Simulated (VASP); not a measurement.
KTaO3: single point with r2SCAN

The system is KTaO3.

```
Ta K O
1.0
     3.93440    0.00000    0.00000
     0.00000    3.93440    0.00000
     0.00000    0.00000    3.93440
Ta K O
1 1 3
Direct
  0.00000 0.00000 0.00000
  0.50000 0.50000 0.50000
  0.00000 0.00000 0.50000
  0.00000 0.50000 0.00000
  0.50000 0.00000 0.00000
```

```yaml
Program: VASP 6.6.1
Task: single point
Functional: r2SCAN
Potentials_or_basis: VASP PAW PBE potentials, release 64 (Ta_sv_GW, K_sv, O)
Cutoff: 660 eV
k_mesh: 7 × 7 × 7
Occupations: fermi-dirac, width 0.05 eV
Spin: no spin polarisation
```

The pressure is 9.8 GPa and the band gap on the k mesh is 2.79 eV, indirect (least direct gap 3.35 eV).

Levels at points of the mesh, in eV from the valence-band top:
```csv
k point,band 16,band 17,band 18,band 19,band 20,band 21,band 22,band 23,band 24,band 25
"(0.00, 0.00, 0.00)",-1.09,-1.09,-0.56,-0.56,-0.56,2.79,2.79,2.79,7.74,7.74
```

It took 3.8 min on 1 thread of AMD EPYC 9R45 (Zen 5) (shared host), peak memory 0.22 GiB.

Caveat: the PAW data sets were made with another functional, which shifts forces and pressure a little; spin-orbit coupling is left out, which moves the levels of the heavy elements. r2SCAN opens gaps a little over a GGA but as a rule still falls short of measured ones.
